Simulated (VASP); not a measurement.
Here is a VASP 6.6.1 calculation.

INCAR

```
SYSTEM = Sb
PREC = Accurate
ENCUT = 520
EDIFF = 1E-6
ISMEAR = -1
SIGMA = 0.05
LREAL = .False.
LASPH = .True.
NELM = 60
ALGO = Normal
ISIF = 2
LWAVE = .False.
LCHARG = .False.
GGA = CA
NBANDS = 18
```

Contents of KPOINTS:

```
Automatic mesh
0
Gamma
  6 6 4
  0 0 0
```

The input POSCAR:

```
Sb
1.0
    4.4352720244      0.0000000000      0.0000000000
    0.0000000000      4.3308481452      0.0000000000
   -1.2935620687      0.0000000000      6.2344268918
Sb
4
Direct
    0.3399300000      0.2500000000      0.6836700000
    0.9366380000      0.7500000000      0.7627580000
    0.0633620000      0.2500000000      0.2372420000
    0.6600700000      0.7500000000      0.3163300000
```

Potentials or basis: VASP PAW LDA potentials, release 64 (Sb).

Launch:

```sh
$ cat potpaw_LDA.64/Sb/POTCAR > POTCAR
$ mpirun -np 1 vasp_std > vasp.out
```

Question: What does it give for the band gap on the k mesh?

Answer: Zero (band 10 reaches 7.32 eV, above the bottom of band 11 at 6.61 eV).

Question: What does it give for the largest force?

Answer: 0.327 eV/Å.

Question: Predict the pressure.

Answer: -0.1 GPa.

Forces on the atoms (eV/Å):
```
Sb   0.187  0.000  0.268
Sb  -0.035  0.000  0.251
Sb   0.035  0.000 -0.251
Sb  -0.187  0.000 -0.268
```

Caveat: spin-orbit coupling is left out, which moves the levels of the heavy elements.
